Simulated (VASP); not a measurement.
# Cd3O2 (P6/mmm) in VASP: notebook

The runs below take Cd3O2 through single point, relaxation of cell and atoms, with PBE.

Everything below comes from runs of VASP 6.6.1. Logs are shortened: lines on timing, memory, paths and dates and some standing lists are left out, and cuts for length are marked.

### Step 1. The cell of the first run

It takes space group P6/mmm (No. 191, hexagonal). The conventional cell has a = 5.560 Å, b = 5.560 Å, c = 7.986 Å, α = 90.00°, β = 90.00°, γ = 120.00°. Within 4.1 Å of Cd (site symmetry 6mm) lie 13 Cd at 3.11 to 4.03 Å and 6 O at 3.24 Å. Within 2.6 Å of Cd (site symmetry -6m2) lie 2 O at 2.00 Å. Cd (site symmetry -6m2) has 2 O at 2.00 Å within 2.6 Å. O (site symmetry 3m) has 2 Cd at 2.00 Å within 2.6 Å.

The cell was built from a structure type or drawn by symmetry, and may not be a known phase.

### Step 2. Single point, PBE

Input file INCAR:

```
SYSTEM = Cd3O2
PREC = Accurate ; ENCUT = 520
EDIFF = 1E-6 ; ISMEAR = 0
SIGMA = 0.2 ; LREAL = .False.
LASPH = .True. ; NELM = 80
ALGO = Normal ; ISIF = 2
LWAVE = .False. ; LCHARG = .False.
GGA = PE ; NBANDS = 59
```

Input file KPOINTS:

```
Automatic mesh
0
Gamma
  4 4 2
  0 0 0
```

Input file POSCAR:

```
Cd3O2
1.0
    5.5604933685      0.0000000000      0.0000000000
   -2.7802466843      4.8155285147      0.0000000000
    0.0000000000      0.0000000000      7.9863398384
Cd O
6 4
Direct
    0.0000000000      0.0000000000      0.3050399623
    0.0000000000      0.0000000000      0.6949600377
    0.3333333333      0.6666666667      0.0000000000
    0.6666666667      0.3333333333      0.0000000000
    0.3333333333      0.6666666667      0.5000000000
    0.6666666667      0.3333333333      0.5000000000
    0.3333333333      0.6666666667      0.2498640848
    0.3333333333      0.6666666667      0.7501359152
    0.6666666667      0.3333333333      0.7501359152
    0.6666666667      0.3333333333      0.2498640848
```

Potentials or basis: VASP PAW PBE potentials, release 64 (Cd, O).

Run with:

```console
> cat potpaw_PBE.64/Cd/POTCAR potpaw_PBE.64/O/POTCAR > POTCAR
> mpirun -np 1 vasp_std > vasp.out
```

OUTCAR:

```text
SYSTEM = Cd3O2
   PREC = Accurate
   ENCUT = 520
   EDIFF = 1E-6
   ISMEAR = 0
   LREAL = .False.
   LASPH = .True.
   NELM = 80
   ISIF = 2
   GGA = PE

 ion  position               nearest neighbor table
   1  0.000  0.000  0.305-   2 3.11   5 3.57   6 3.57   6 3.57   5 3.57   6 3.57   5 3.57
   2  0.000  0.000  0.695-   1 3.11   5 3.57   6 3.57   6 3.57   5 3.57   6 3.57   5 3.57
   3  0.333  0.667  0.000-   7 2.00   8 2.00   4 3.21   4 3.21   4 3.21
   4  0.667  0.333  0.000-   9 2.00  10 2.00   3 3.21   3 3.21   3 3.21
   5  0.333  0.667  0.500-   7 2.00   8 2.00   6 3.21   6 3.21   6 3.21   1 3.57   2 3.57   2 3.57
                             1 3.57   2 3.57   1 3.57
   6  0.667  0.333  0.500-   9 2.00  10 2.00   5 3.21   5 3.21   5 3.21   1 3.57   2 3.57   1 3.57
                             2 3.57   1 3.57   2 3.57
   7  0.333  0.667  0.250-   3 2.00   5 2.00
   8  0.333  0.667  0.750-   3 2.00   5 2.00
   9  0.667  0.333  0.750-   4 2.00   6 2.00
  10  0.667  0.333  0.250-   4 2.00   6 2.00

  LATTYP: Found a hexagonal cell.
 ALAT       =     5.5604933685
 C/A-ratio  =     1.4362646098

  Lattice vectors:

 A1 = (   5.5604933685,   0.0000000000,   0.0000000000)
 A2 = (  -2.7802466843,   4.8155285147,   0.0000000000)
 A3 = (   0.0000000000,   0.0000000000,   7.9863398384)

Analysis of symmetry for initial positions (statically):
=====================================================================
 Subroutine PRICEL returns:
 Original cell was already a primitive cell.

 Routine SETGRP: Setting up the symmetry group for a
 hexagonal supercell.

 Subroutine GETGRP returns: Found 24 space group operations
 (whereof 24 operations were pure point group operations)
 out of a pool of 24 trial point group operations.

The static configuration has the point symmetry D_6h.

Analysis of symmetry for dynamics (positions and initial velocities):
=====================================================================
 Subroutine PRICEL returns:
 Original cell was already a primitive cell.

 Routine SETGRP: Setting up the symmetry group for a
 hexagonal supercell.

 Subroutine GETGRP returns: Found 24 space group operations
 (whereof 24 operations were pure point group operations)
 out of a pool of 24 trial point group operations.

The dynamic configuration has the point symmetry D_6h.

 Subroutine INISYM returns: Found 24 space group operations
 (whereof 24 operations are pure point group operations),
 and found     1 'primitive' translations

[... 104 lines left out ...]
   NELECT =      96.0000    total number of electrons
   NUPDOWN=      -1.0000    fix difference up-down
   EMIN   =  10.00;   EMAX   =-10.00  energy-range for DOS
   EFERMI =   0.00;   METHOD = LEGACY
   ISMEAR =     0;   SIGMA  =   0.20  broadening in eV -4-tet -1-fermi 0-gaus
   EFERMI_NEDOS =   21; number of points for ismear=-14 and -15
   IALGO  =     38    algorithm
   IMIX   =      4    mixing-type and parameters
     AMIX     =   0.40;   BMIX     =  1.00
     AMIX_MAG =   1.60;   BMIX_MAG =  1.00
  volume/ion in A,a.u.               =      21.38       144.31
  Fermi-wavevector in a.u.,A,eV,Ry     =   1.253517  2.368804 21.378900  1.571305
  Thomas-Fermi vector in A             =   2.387366
   LORBIT       =      0    0 simple, 1 ext, 2 COOP (PROOUT), +10 PAW based schemes
   GGA     = PE    functional components
   LHFCALC =     F    Hartree Fock is set to
   AEXX    =    0.0000 exact exchange contribution
   IVDW    =     0    specifies the selected vdW correction
   LEPSILON=     F    determine dielectric tensor
   LRPA    =     F    only Hartree local field effects (RPA)
 non-spin polarized calculation
 Gauss-broadening in eV      SIGMA  =   0.20
  energy-cutoff  :      520.00
  volume of cell :      213.85
 maximum number of plane-waves:      5792
 NGX is ok and might be reduce to    42
   NGX = 21   NGY = 21   NGZ = 29

 number of electron      95.9999953 magnetization

 Free energy of the ion-electron system (eV)
  ---------------------------------------------------
  ext. energy  EPLUGINS =         0.00000000
  ---------------------------------------------------
  free energy    TOTEN  =       -25.77778551 eV

  energy without entropy =      -25.71889000  energy(sigma->0) =      -25.74833775

 E-fermi :   0.7909     XC(G=0):  -9.4116

 val. band max:        0.7034133405   @ k =   0.5000   0.0000   0.5000
 cond. band min:       0.8001529963   @ k =   0.2500   0.0000   0.0000
 fundamental gap:      0.0967396558
 Fermi energy:         0.7908743232

 k-point     1 :       0.0000    0.0000    0.0000
  band No.  band energies     occupation
      1     -17.1043      2.00000
      2     -16.8457      2.00000
      3     -16.4808      2.00000
      4     -16.2078      2.00000
      5      -9.0740      2.00000
      6      -8.9664      2.00000
[... 485 lines left out ...]
     58       6.4054      0.00000
     59       6.8645      0.00000

------------------------ aborting loop because EDIFF is reached ----------------------------------------

  FORCE on cell =-STRESS in cart. coord.  units (eV):
  Direction    XX          YY          ZZ          XY          YZ          ZX
  --------------------------------------------------------------------------------------
  -------------------------------------------------------------------------------------
  Total        0.0935159      0.0935159      3.2719053     -0.0000000      0.0000000      0.0000000
  in kB        0.7006338      0.7006338     24.5135517     -0.0000000      0.0000000      0.0000000
  external PRESSURE =       8.6382731 kB  Pullay stress =       0.0000000 kB

 VOLUME and BASIS-vectors are now :
 -----------------------------------------------------------------------------
  energy-cutoff  :      520.00
  volume of cell :      213.85
      direct lattice vectors                 reciprocal lattice vectors
     5.560493369  0.000000000  0.000000000     0.179840157  0.103830763  0.000000000
    -2.780246684  4.815528515  0.000000000     0.000000000  0.207661526  0.000000000
     0.000000000  0.000000000  7.986339838     0.000000000  0.000000000  0.125213805

 POSITION                                       TOTAL-FORCE (eV/Angst)
 -----------------------------------------------------------------------------------
      0.00000      0.00000      2.43615        -0.000000      0.000000      0.071360
      0.00000      0.00000      5.55019        -0.000000     -0.000000     -0.071360
     -0.00000      3.21035      0.00000         0.000000      0.000000      0.000000
      2.78025      1.60518      0.00000        -0.000000     -0.000000     -0.000000
     -0.00000      3.21035      3.99317         0.000000     -0.000000     -0.000000
      2.78025      1.60518      3.99317        -0.000000     -0.000000      0.000000
     -0.00000      3.21035      1.99550         0.000000     -0.000000     -0.067730
     -0.00000      3.21035      5.99084        -0.000000     -0.000000      0.067730
      2.78025      1.60518      5.99084        -0.000000      0.000000      0.067730
      2.78025      1.60518      1.99550        -0.000000      0.000000     -0.067730
 -----------------------------------------------------------------------------------
    total drift:                               -0.000000      0.000000      0.000000

  FREE ENERGIE OF THE ION-ELECTRON SYSTEM (eV)
  ---------------------------------------------------
  free  energy   TOTEN  =       -25.7777855091 eV

  energy  without entropy=      -25.7188899983  energy(sigma->0) =      -25.74833775
```

stdout:

```text
POSCAR found type information on POSCAR CdO
 POSCAR found :  2 types and      10 ions
 scaLAPACK will be used
 LDA part: xc-table for (Slater+PW92), standard interpolation
 POSCAR, INCAR and KPOINTS ok, starting setup
 FFT: planning ... GRIDC
 FFT: planning ... GRID_SOFT
 FFT: planning ... GRID
 WAVECAR not read
 entering main loop
```

Wall time 1.9 min (1 thread of Intel Xeon Platinum 8488C (Sapphire Rapids), shared host); peak memory 0.34 GiB.

Results:

```
Free energy            : -25.7778 eV
Pressure               : 0.9 GPa
Largest force          : 0.071 eV/Å
Band gap on the k mesh : 0.10 eV (least direct gap 0.12 eV)
```

Forces in eV/Å, atoms in the order of the input:
```
Cd   0.000  0.000  0.071
Cd   0.000  0.000 -0.071
Cd   0.000  0.000  0.000
Cd   0.000  0.000  0.000
Cd   0.000  0.000  0.000
Cd   0.000  0.000  0.000
O    0.000  0.000 -0.068
O    0.000  0.000  0.068
O    0.000  0.000  0.068
O    0.000  0.000 -0.068
```

Levels at points of the mesh, in eV from the valence-band top:
```csv
k point,band 46,band 47,band 48,band 49,band 50,band 51
"(0.00, 0.00, 0.00)",-1.11,-1.11,-0.80,0.74,1.77,2.83
"(0.50, 0.00, 0.00)",-1.19,-0.86,-0.52,0.51,0.56,1.50
"(0.00, 0.00, 0.50)",-1.53,-1.53,-1.38,2.16,2.27,3.14
"(0.50, 0.00, 0.50)",-1.21,-0.95,0.00,1.03,1.40,1.84
```

A k mesh can miss the band edges.

### Step 3. Relaxation of cell and atoms, PBE

This run uses another cell than the first one, of 19.80 Å³/atom.

Input file INCAR:

```
ALGO     = Normal         # electronic algorithm
EDIFF    = 1E-7           # SCF threshold, eV
EDIFFG   = -0.08          # ionic threshold
ENCUT    = 600            # plane-wave cutoff, eV
GGA      = PE             # functional
IBRION   = 2              # ionic algorithm
ISIF     = 3              # what is computed and relaxed
ISMEAR   = 0              # smearing method
LASPH    = T              # aspherical terms in the spheres
LCHARG   = F              # write CHGCAR
LREAL    = F              # projectors in reciprocal space
LWAVE    = F              # write WAVECAR
NELM     = 80             # most SCF steps
NSW      = 36             # ionic steps
PREC     = Accurate       # precision mode
SIGMA    = 0.2            # smearing width, eV
```

Input file KPOINTS:

```
k-points
0
Gamma
  4 4 2
```

Input file POSCAR:

```
Cd3O2
1.0
    5.3922960200      0.0000000000      0.0000000000
   -2.6961480100      4.6698653400      0.0000000000
    0.0000000000      0.0000000000      7.8637645800
Cd O
6 4
Direct
    0.0000000000      0.0000000000      0.3688336500
    0.0000000000      0.0000000000      0.6311663500
    0.3333333300      0.6666666700      0.0000000000
    0.6666666700      0.3333333300      0.0000000000
    0.3333333300      0.6666666700      0.5000000000
    0.6666666700      0.3333333300      0.5000000000
    0.3333333300      0.6666666700      0.2480171300
    0.3333333300      0.6666666700      0.7519828700
    0.6666666700      0.3333333300      0.7519828700
    0.6666666700      0.3333333300      0.2480171300
```

Potentials or basis: VASP PAW PBE potentials, release 64 (Cd, O).

Run with:

```console
> cat potpaw_PBE.64/Cd/POTCAR potpaw_PBE.64/O/POTCAR > POTCAR
> mpirun -np 1 vasp_std > vasp.out
```

Run time: 28 min. Hardware: 1 thread of Intel Xeon Platinum 8488C (Sapphire Rapids), shared host; peak memory 0.45 GiB.

The run converged. Its results:

```
Free energy                           : -25.7845 eV
Relaxed volume                        : 21.07 Å³/atom
Relaxed cell                          : a = 5.487 Å, b = 5.487 Å, c = 8.082 Å, α = 90.00°, β = 90.00°, γ = 120.00°
Space group after relaxing (to 0.1 Å) : P6/mmm (No. 191)
Energy gained by relaxing             : 380.6 meV/atom
Ionic steps                           : 14
Pressure after relaxing               : -0.1 GPa
Largest force after relaxing          : 0.040 eV/Å
Band gap on the k mesh                : 0.04 eV (least direct gap 0.26 eV)
```

Forces on the atoms (eV/Å):
```
Cd   0.000  0.000  0.005
Cd   0.000  0.000 -0.005
Cd   0.000  0.000  0.000
Cd   0.000  0.000  0.000
Cd   0.000  0.000  0.000
Cd   0.000  0.000  0.000
O    0.000  0.000  0.040
O    0.000  0.000 -0.040
O    0.000  0.000 -0.040
O    0.000  0.000  0.040
```

Stress tensor (GPa, compression positive):
```
 0.05  0.00  0.00
 0.00  0.05  0.00
 0.00  0.00 -0.50
```

Step by step:
| step | energy change (eV) | largest force (eV/Å) | pressure (GPa) | volume (Å³) |
| --- | --- | --- | --- | --- |
| 1 | 0.0000 | 14.6109 | 13.68 | 198.02 |
| 2 | -0.1303 | 0.2345 | -10.39 | 247.99 |
| 3 | -1.2858 | 0.2863 | -9.49 | 238.10 |
| 4 | -2.1438 | 0.2678 | -8.35 | 230.51 |
| 5 | -3.4518 | 0.5579 | -3.40 | 214.10 |
| 6 | -3.4620 | 1.5729 | -0.31 | 208.55 |
| 7 | -3.5050 | 0.9677 | -1.98 | 211.30 |
| 8 | -3.5054 | 1.0280 | -1.80 | 210.97 |
| 9 | -3.6743 | 0.9156 | 1.18 | 205.35 |
| 10 | -3.6754 | 0.9019 | 1.51 | 204.82 |
| 11 | -3.7677 | 0.4063 | 0.85 | 206.95 |
| 12 | -3.8004 | 0.2557 | 0.16 | 209.92 |
| 13 | -3.8008 | 0.2412 | 0.20 | 209.69 |
| 14 | -3.8058 | 0.0397 | -0.13 | 210.69 |

Final structure:
```
CELL_PARAMETERS angstrom
5.48663 0.00000 0.00000
-2.74332 4.75156 0.00000
0.00000 0.00000 8.08176
ATOMIC_POSITIONS crystal
Cd 0.00000 0.00000 0.31096
Cd 0.00000 0.00000 0.68904
Cd 0.33333 0.66667 0.00000
Cd 0.66667 0.33333 0.00000
Cd 0.33333 0.66667 0.50000
Cd 0.66667 0.33333 0.50000
O 0.33333 0.66667 0.24928
O 0.33333 0.66667 0.75072
O 0.66667 0.33333 0.75072
O 0.66667 0.33333 0.24928
```

Levels at points of the mesh, in eV from the valence-band top:
```
           k point  band 46  band 47  band 48  band 49  band 50  band 51
(0.00, 0.00, 0.00)    -1.23    -1.23    -0.91     0.55     1.64     2.68
(0.50, 0.00, 0.00)    -1.31    -0.96    -0.72     0.41     0.52     1.28
(0.00, 0.00, 0.50)    -1.61    -1.61    -1.50     1.91     2.02     3.02
(0.50, 0.00, 0.50)    -1.26    -1.08     0.00     0.75     1.19     1.60
```

Caveat: the relaxation stopped at a loose force limit of 0.08 eV/Å, so its end isn't a converged minimum. A k mesh can miss the band edges.
